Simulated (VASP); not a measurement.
# CsTeO3 (Pm-3m) in VASP: notebook

Runs on CsTeO3. Level: LDA. Tasks: single point, relaxation of cell and atoms.

All numbers are computed with VASP 6.6.1; they aren't measurements. Logs are shortened: lines on timing, memory, paths and dates and some standing lists are left out, and cuts for length are marked.

### 1 The cell of the first run

The structure is cubic, space group Pm-3m (No. 221). The conventional cell has a = 4.159 Å, b = 4.159 Å, c = 4.159 Å, α = 90.00°, β = 90.00°, γ = 90.00°. Cs (site symmetry m-3m) has 12 O at 2.94 Å and 8 Te at 3.60 Å within 3.9 Å. Within 2.8 Å of Te (site symmetry m-3m) lie 6 O at 2.08 Å. O (site symmetry 4/mmm) has 2 Te at 2.08 Å within 2.8 Å.

### 2 Single point, LDA

Input file INCAR:

```
SYSTEM = CsTeO3
ALGO     = Normal         ! electronic algorithm
EDIFF    = 1E-6           ! SCF threshold, eV
ENCUT    = 520            ! plane-wave cutoff, eV
ISIF     = 2              ! what is computed and relaxed
ISMEAR   = -1             ! smearing method
LASPH    = .True.         ! aspherical terms in the spheres
LCHARG   = .False.        ! write CHGCAR
LREAL    = .False.        ! projectors in reciprocal space
LWAVE    = .False.        ! write WAVECAR
NBANDS   = 24             ! bands
NELM     = 80             ! most SCF steps
PREC     = Accurate       ! precision mode
SIGMA    = 0.1            ! smearing width, eV
```

Input file KPOINTS:

```
k-points
0
Gamma
  4 4 4
  0 0 0
```

Input file POSCAR:

```
CsTeO3
1.0
    4.1594149771      0.0000000000      0.0000000000
    0.0000000000      4.1594149771      0.0000000000
    0.0000000000      0.0000000000      4.1594149771
Cs Te O
1 1 3
Direct
    0.0000000000      0.0000000000      0.0000000000
    0.5000000000      0.5000000000      0.5000000000
    0.5000000000      0.5000000000      0.0000000000
    0.0000000000      0.5000000000      0.5000000000
    0.5000000000      0.0000000000      0.5000000000
```

Potentials or basis: VASP PAW LDA potentials, release 64 (Cs_sv, Te, O).

The run is started by

```bash
> cat potpaw_LDA.64/Cs_sv/POTCAR potpaw_LDA.64/Te/POTCAR potpaw_LDA.64/O/POTCAR > POTCAR
> mpirun -np 1 vasp_std > vasp.out
```

OUTCAR:

```text
SYSTEM = CsTeO3
   EDIFF = 1E-6
   ENCUT = 520
   ISIF = 2
   ISMEAR = -1
   LASPH = .True.
   LREAL = .False.
   NELM = 80
   PREC = Accurate

 ion  position               nearest neighbor table
   1  0.000  0.000  0.000-
   2  0.500  0.500  0.500-   3 2.08   4 2.08   5 2.08   3 2.08   5 2.08   4 2.08
   3  0.500  0.500  0.000-   2 2.08   2 2.08
   4  0.000  0.500  0.500-   2 2.08   2 2.08
   5  0.500  0.000  0.500-   2 2.08   2 2.08

  LATTYP: Found a simple cubic cell.
 ALAT       =     4.1594149771

  Lattice vectors:

 A1 = (   4.1594149771,   0.0000000000,   0.0000000000)
 A2 = (   0.0000000000,   4.1594149771,   0.0000000000)
 A3 = (   0.0000000000,   0.0000000000,   4.1594149771)

Analysis of symmetry for initial positions (statically):
=====================================================================
 Subroutine PRICEL returns:
 Original cell was already a primitive cell.

 Routine SETGRP: Setting up the symmetry group for a
 simple cubic supercell.

 Subroutine GETGRP returns: Found 48 space group operations
 (whereof 48 operations were pure point group operations)
 out of a pool of 48 trial point group operations.

The static configuration has the point symmetry O_h .

Analysis of symmetry for dynamics (positions and initial velocities):
=====================================================================
 Subroutine PRICEL returns:
 Original cell was already a primitive cell.

 Routine SETGRP: Setting up the symmetry group for a
 simple cubic supercell.

 Subroutine GETGRP returns: Found 48 space group operations
 (whereof 48 operations were pure point group operations)
 out of a pool of 48 trial point group operations.

The dynamic configuration has the point symmetry O_h .

 Subroutine INISYM returns: Found 48 space group operations
 (whereof 48 operations are pure point group operations),
 and found     1 'primitive' translations

----------------------------------------------------------------------------------------

                                     Primitive cell

  volume of cell :      71.9609

  direct lattice vectors                    reciprocal lattice vectors
     4.159414977  0.000000000  0.000000000     0.240418426  0.000000000  0.000000000
     0.000000000  4.159414977  0.000000000     0.000000000  0.240418426  0.000000000
     0.000000000  0.000000000  4.159414977     0.000000000  0.000000000  0.240418426

  length of vectors
     4.159414977  4.159414977  4.159414977     0.240418426  0.240418426  0.240418426

  position of ions in fractional coordinates (direct lattice)
     0.000000000  0.000000000  0.000000000
     0.500000000  0.500000000  0.500000000
     0.500000000  0.500000000  0.000000000
     0.000000000  0.500000000  0.500000000
     0.500000000  0.000000000  0.500000000

  ion indices of the primitive-cell ions
   primitive index   ion index
                 1           1
                 2           2
                 3           3
                 4           4
                 5           5

----------------------------------------------------------------------------------------

 KPOINTS: k-points

Automatic generation of k-mesh.
 Grid dimensions read from file:
 generate k-points for:    4    4    4

 Generating k-lattice:

  Cartesian coordinates                     Fractional coordinates (reciprocal lattice)
     0.060104606  0.000000000  0.000000000     0.250000000  0.000000000  0.000000000
     0.000000000  0.060104606  0.000000000     0.000000000  0.250000000  0.000000000
     0.000000000  0.000000000  0.060104606     0.000000000  0.000000000  0.250000000

  Length of vectors
     0.060104606  0.060104606  0.060104606

  Shift w.r.t. Gamma in fractional coordinates (k-lattice)
     0.000000000  0.000000000  0.000000000

 Subroutine IBZKPT returns following result:
 ===========================================

 Found     10 irreducible k-points:

 Following reciprocal coordinates:
            Coordinates               Weight
  0.000000  0.000000  0.000000      1.000000
  0.250000  0.000000  0.000000      6.000000
  0.500000  0.000000  0.000000      3.000000
  0.250000  0.250000  0.000000     12.000000
  0.500000  0.250000  0.000000     12.000000
  0.500000  0.500000  0.000000      3.000000
  0.250000  0.250000  0.250000      8.000000
  0.500000  0.250000  0.250000     12.000000
  0.500000  0.500000  0.250000      6.000000
  0.500000  0.500000  0.500000      1.000000
   k-points           NKPTS =     10   k-points in BZ     NKDIM =     10   number of bands    NBANDS=     24
   number of dos      NEDOS =    301   number of ions     NIONS =      5
   total plane-waves  NPLWV =  32768
   dimension x,y,z NGX =    32 NGY =   32 NGZ =   32
   dimension x,y,z NGXF=    64 NGYF=   64 NGZF=   64
   ions per type =               1   1   3
   NGX,Y,Z   is equivalent  to a cutoff of  12.79, 12.79, 12.79 a.u.
   NGXF,Y,Z  is equivalent  to a cutoff of  25.58, 25.58, 25.58 a.u.
 SYSTEM =  CsTeO3
   PREC   = accura    normal or accurate (medium, high low for compatibility)
   ISTART =      0    job   : 0-new  1-cont  2-samecut
   ICHARG =      2    charge: 1-file 2-atom 10-const
   ISPIN  =      1    spin polarized calculation?
   LNONCOLLINEAR =      F non collinear calculations
   LSORBIT =      F    spin-orbit coupling
   LASPH  =      T    aspherical Exc in radial PAW
   ENCUT  =  520.0 eV  38.22 Ry    6.18 a.u.   7.73  7.73  7.73*2*pi/ulx,y,z
   NELM   =     80;   NELMIN=  2; NELMDL= -5     # of ELM steps
   EDIFF  = 0.1E-05   stopping-criterion for ELM
   LREAL  =      F    real-space projection
   EDIFFG = 0.1E-04   stopping-criterion for IOM
   NSW    =      0    number of steps for IOM
   IBRION =     -1    ionic relax: 0-MD 1-quasi-New 2-CG
   NFREE  =      0    steps in history (QN), initial steepest desc. (CG)
   ISIF   =      2    stress and relaxation
   ISYM   =      2    0-nonsym 1-usesym 2-fastsym
   POTIM  = 0.5000    time-step for ionic-motion
   TEBEG  =    0.0;   TEEND  =   0.0 temperature during run
   PSTRESS=    0.0 pullay stress
   NELECT =      33.0000    total number of electrons
   NUPDOWN=      -1.0000    fix difference up-down
   EMIN   =  10.00;   EMAX   =-10.00  energy-range for DOS
   EFERMI =   0.00;   METHOD = LEGACY
   ISMEAR =    -1;   SIGMA  =   0.10  broadening in eV -4-tet -1-fermi 0-gaus
   EFERMI_NEDOS =   21; number of points for ismear=-14 and -15
   IALGO  =     38    algorithm
   IMIX   =      4    mixing-type and parameters
     AMIX     =   0.40;   BMIX     =  1.00
     AMIX_MAG =   1.60;   BMIX_MAG =  1.00
  volume/ion in A,a.u.               =      14.39        97.12
  Fermi-wavevector in a.u.,A,eV,Ry     =   1.262449  2.385683 21.684664  1.593778
  Thomas-Fermi vector in A             =   2.395857
   LORBIT       =      0    0 simple, 1 ext, 2 COOP (PROOUT), +10 PAW based schemes
   GGA     = CA    functional components
   LHFCALC =     F    Hartree Fock is set to
   AEXX    =    0.0000 exact exchange contribution
   IVDW    =     0    specifies the selected vdW correction
   LEPSILON=     F    determine dielectric tensor
   LRPA    =     F    only Hartree local field effects (RPA)
 non-spin polarized calculation
  energy-cutoff  :      520.00
  volume of cell :       71.96
 maximum number of plane-waves:      1956
 NGX is ok and might be reduce to    32
   NGX = 15   NGY = 15   NGZ = 15

 number of electron      33.0000008 magnetization

 Free energy of the ion-electron system (eV)
  ---------------------------------------------------
  ext. energy  EPLUGINS =         0.00000000
  ---------------------------------------------------
  free energy    TOTEN  =       -28.02878804 eV

  energy without entropy =      -28.00743605  energy(sigma->0) =      -28.01811205

 E-fermi :   5.2139     XC(G=0): -11.3048

 val. band max:        4.8543344481   @ k =   0.5000   0.0000   0.0000
 cond. band min:       5.3892744552   @ k =   0.5000   0.2500   0.0000
 fundamental gap:      0.5349400071
 Fermi energy:         5.2138552486

 k-point     1 :       0.0000    0.0000    0.0000
  band No.  band energies     occupation
      1     -15.2979      2.00000
      2     -12.9142      2.00000
      3     -11.6778      2.00000
      4     -11.6778      2.00000
      5      -3.1242      2.00000
      6      -3.1242      2.00000
[... 16 lines left out ...]
     23      12.9669      0.00000
     24      13.5471      0.00000

 k-point     2 :       0.2500    0.0000    0.0000
  band No.  band energies     occupation
      1     -14.9604      2.00000
      2     -13.1388      2.00000
      3     -12.0227      2.00000
      4     -11.6674      2.00000
      5      -4.0143      2.00000
      6      -2.8578      2.00000
[... 16 lines left out ...]
     23      13.0592      0.00000
     24      14.3713      0.00000

 k-point     3 :       0.5000    0.0000    0.0000
  band No.  band energies     occupation
      1     -14.0654      2.00000
      2     -14.0533      2.00000
      3     -12.2119      2.00000
      4     -11.6567      2.00000
      5      -4.5607      2.00000
      6      -2.4881      2.00000
[... 16 lines left out ...]
     23      14.2618      0.00000
     24      14.6728      0.00000

 k-point     4 :       0.2500    0.2500    0.0000
  band No.  band energies     occupation
      1     -14.6434      2.00000
      2     -13.1815      2.00000
      3     -12.2129      2.00000
      4     -11.8827      2.00000
      5      -5.3077      2.00000
      6      -2.6371      2.00000
[... 16 lines left out ...]
     23      13.5813      0.00000
     24      14.0287      0.00000

 k-point     5 :       0.5000    0.2500    0.0000
  band No.  band energies     occupation
      1     -13.8942      2.00000
      2     -13.7532      2.00000
      3     -12.4016      2.00000
      4     -11.9973      2.00000
      5      -5.9362      2.00000
      6      -2.3589      2.00000
[... 16 lines left out ...]
     23      14.5547      0.00000
     24      14.6158      0.00000

 k-point     6 :       0.5000    0.5000    0.0000
  band No.  band energies     occupation
      1     -13.6600      2.00000
      2     -13.1548      2.00000
      3     -12.6556      2.00000
      4     -12.6556      2.00000
      5      -6.6126      2.00000
      6      -2.2181      2.00000
[... 16 lines left out ...]
     23      14.5549      0.00000
     24      14.5549      0.00000

 k-point     7 :       0.2500    0.2500    0.2500
  band No.  band energies     occupation
      1     -14.3531      2.00000
      2     -13.1781      2.00000
      3     -12.1898      2.00000
      4     -12.1898      2.00000
      5      -6.4794      2.00000
      6      -1.8068      2.00000
[... 16 lines left out ...]
     23      14.0440      0.00000
     24      14.8628      0.00000

 k-point     8 :       0.5000    0.2500    0.2500
  band No.  band energies     occupation
      1     -13.7670      2.00000
      2     -13.4729      2.00000
      3     -12.4978      2.00000
      4     -12.1665      2.00000
      5      -7.1784      2.00000
      6      -1.6961      2.00000
[... 16 lines left out ...]
     23      14.3353      0.00000
     24      15.4009      0.00000

 k-point     9 :       0.5000    0.5000    0.2500
  band No.  band energies     occupation
      1     -13.6103      2.00000
      2     -12.9113      2.00000
      3     -12.6246      2.00000
      4     -12.6246      2.00000
      5      -7.9689      2.00000
      6      -1.9410      2.00000
[... 16 lines left out ...]
     23      14.5990      0.00000
     24      14.9827      0.00000

 k-point    10 :       0.5000    0.5000    0.5000
  band No.  band energies     occupation
      1     -13.5592      2.00000
      2     -12.5930      2.00000
      3     -12.5930      2.00000
      4     -12.5930      2.00000
      5      -9.0020      2.00000
      6      -2.2918      2.00000
[... 16 lines left out ...]
     23      14.3850      0.00000
     24      16.9460      0.00000

------------------------ aborting loop because EDIFF is reached ----------------------------------------

  FORCE on cell =-STRESS in cart. coord.  units (eV):
  Direction    XX          YY          ZZ          XY          YZ          ZX
  --------------------------------------------------------------------------------------
  -------------------------------------------------------------------------------------
  Total        0.0596078      0.0596078      0.0596078      0.0000000     -0.0000000      0.0000000
  in kB        1.3271407      1.3271407      1.3271407      0.0000000     -0.0000000      0.0000000
  external PRESSURE =       1.3271407 kB  Pullay stress =       0.0000000 kB

 VOLUME and BASIS-vectors are now :
 -----------------------------------------------------------------------------
  energy-cutoff  :      520.00
  volume of cell :       71.96
      direct lattice vectors                 reciprocal lattice vectors
     4.159414977  0.000000000  0.000000000     0.240418426  0.000000000  0.000000000
     0.000000000  4.159414977  0.000000000     0.000000000  0.240418426  0.000000000
     0.000000000  0.000000000  4.159414977     0.000000000  0.000000000  0.240418426

 POSITION                                       TOTAL-FORCE (eV/Angst)
 -----------------------------------------------------------------------------------
      0.00000      0.00000      0.00000         0.000000      0.000000      0.000000
      2.07971      2.07971      2.07971         0.000000      0.000000      0.000000
      2.07971      2.07971      0.00000         0.000000      0.000000      0.000000
      0.00000      2.07971      2.07971         0.000000      0.000000      0.000000
      2.07971      0.00000      2.07971         0.000000      0.000000      0.000000
 -----------------------------------------------------------------------------------
    total drift:                                0.000000     -0.000000     -0.000000

  FREE ENERGIE OF THE ION-ELECTRON SYSTEM (eV)
  ---------------------------------------------------
  free  energy   TOTEN  =       -28.0287880386 eV

  energy  without entropy=      -28.0074360529  energy(sigma->0) =      -28.01811205
```

It took 9.4 s on 1 thread of AMD EPYC 9R45 (Zen 5), shared host; peak memory 0.13 GiB.

Results:

```yaml
Free_energy: -28.0288 eV
Pressure: 0.1 GPa
Band_gap_on_the_k_mesh: zero (an odd number of electrons rules out a gap without spin polarisation)
```

Caveat: the k points lie up to 0.38 Å⁻¹ apart, too coarse for converged energies and pressures of a metal; spin-orbit coupling is left out, which moves the levels of the heavy elements; an odd number of electrons without spin polarisation forces a metal; a magnetic or distorted state may lie lower.

### 3 Single point, LDA

This run uses another cell than the first one, of 14.10 Å³/atom.

Input file INCAR:

```
SYSTEM = CsTeO3
ALGO     = Normal         ! electronic algorithm
EDIFF    = 1E-6           ! SCF threshold, eV
ENCUT    = 520            ! plane-wave cutoff, eV
ISIF     = 2              ! what is computed and relaxed
ISMEAR   = -1             ! smearing method
LASPH    = .TRUE.         ! aspherical terms in the spheres
LCHARG   = .FALSE.        ! write CHGCAR
LREAL    = .FALSE.        ! projectors in reciprocal space
LWAVE    = .FALSE.        ! write WAVECAR
NBANDS   = 24             ! bands
NELM     = 60             ! most SCF steps
PREC     = Accurate       ! precision mode
SIGMA    = 0.1            ! smearing width, eV
```

Input file KPOINTS:

```
k-points
0
G
  4 4 4
  0 0 0
```

POSCAR: that of step 2 with these lines changed.

```diff
@@ -2,5 +2,5 @@
 1.0
-    4.1594149771      0.0000000000      0.0000000000
-    0.0000000000      4.1594149771      0.0000000000
-    0.0000000000      0.0000000000      4.1594149771
+    4.1314985992      0.0000000000      0.0000000000
+    0.0000000000      4.1314985992      0.0000000000
+    0.0000000000      0.0000000000      4.1314985992
 Cs Te O
```

Potentials or basis: VASP PAW LDA potentials, release 64 (Cs_sv, Te, O).

The run is started by

```bash
> cat potpaw_LDA.64/Cs_sv/POTCAR potpaw_LDA.64/Te/POTCAR potpaw_LDA.64/O/POTCAR > POTCAR
> mpirun -np 1 vasp_std > vasp.out
```

Run time: 9.7 s. Hardware: 1 thread of AMD EPYC 9R45 (Zen 5), shared host; peak memory 0.13 GiB.

Results (log left out):

| Property | Result |
| --- | --- |
| Free energy | -28.0126 eV |
| Pressure | 3.2 GPa |
| Band gap on the k mesh | zero (an odd number of electrons rules out a gap without spin polarisation) |

Levels at points of the mesh, in eV from the Fermi level:
| k point | band 12 | band 13 | band 14 | band 15 | band 16 | band 17 | band 18 | band 19 | band 20 | band 21 |
| --- | --- | --- | --- | --- | --- | --- | --- | --- | --- | --- |
| (0.00, 0.00, 0.00) | -2.37 | -2.37 | -2.37 | -1.38 | -1.38 | -1.38 | 5.66 | 5.66 | 7.25 | 7.25 |
| (0.50, 0.00, 0.00) | -2.87 | -2.56 | -2.56 | -1.94 | -1.94 | -0.37 | 4.28 | 7.11 | 7.11 | 7.39 |
| (0.50, 0.50, 0.00) | -3.05 | -3.05 | -1.89 | -1.89 | -1.38 | 1.75 | 3.12 | 3.12 | 6.36 | 8.29 |
| (0.50, 0.50, 0.50) | -1.63 | -1.63 | -1.34 | -1.34 | -1.34 | 1.61 | 1.61 | 1.61 | 3.70 | 9.12 |

Caveat: the k points lie up to 0.38 Å⁻¹ apart, too coarse for converged energies and pressures of a metal; spin-orbit coupling is left out, which moves the levels of the heavy elements; an odd number of electrons without spin polarisation forces a metal; a magnetic or distorted state may lie lower.

[end of part 1 of 2]
